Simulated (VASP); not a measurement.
Set up this calculation in VASP 6.6.1, as the native input.

```
Task                   : relaxation of shape and atoms at fixed volume
Functional             : PBE
Potentials or basis    : VASP PAW PBE potentials, release 64 (Ga_d, N)
Cutoff                 : 600 eV
k mesh                 : 12 × 12 × 6
Occupations            : gaussian, width 0.02 eV
Spin                   : no spin polarisation
Dipole correction      : no
Further INCAR settings : ALGO = Normal; EDIFF = 1e-07; IBRION = 2; EDIFFG = -0.01; NSW = 50; ISIF = 4
```

The structure of GaN lies in POSCAR:

```
GaN
1.0
    3.1187177663      0.0000000000      0.0000000000
   -1.5593588832      2.7008888129      0.0000000000
    0.0000000000      0.0000000000      5.0811201406
Ga N
2 2
Direct
    0.3333333333      0.6666666667     -0.0008303351
    0.6666666667      0.3333333333      0.4991696649
    0.3333333333      0.6666666667      0.3758303351
    0.6666666667      0.3333333333      0.8758303351
```

These files were run (other wordings do the same):

INCAR

```
SYSTEM = GaN
PREC = Accurate ; ENCUT = 600
EDIFF = 1E-7 ; ISMEAR = 0
SIGMA = 0.02 ; LREAL = .FALSE.
LASPH = .TRUE. ; NELM = 80
ALGO = Normal ; ISIF = 4
LWAVE = .FALSE. ; LCHARG = .FALSE.
GGA = PE ; IBRION = 2
NSW = 50 ; EDIFFG = -0.01
```

KPOINTS

```
regular mesh
0
G
  12 12 6
  0 0 0
```

Potentials or basis: VASP PAW PBE potentials, release 64 (Ga_d, N).

Command:

```console
$ cat potpaw_PBE.64/Ga_d/POTCAR potpaw_PBE.64/N/POTCAR > POTCAR
$ mpirun -np 1 vasp_std > vasp.out
```

It gave:

The energy gained by relaxing is 0.0 meV/atom. The ionic steps are 3 and the pressure after relaxing is 19.8 GPa. The band gap on the k mesh is 2.35 eV.

Wall time 4.1 min on 1 thread of Intel(R) Xeon(R) Platinum 8259CL CPU @ 2.50GHz (Skylake/Cascade Lake), with other jobs on the host, peak memory 0.23 GiB.
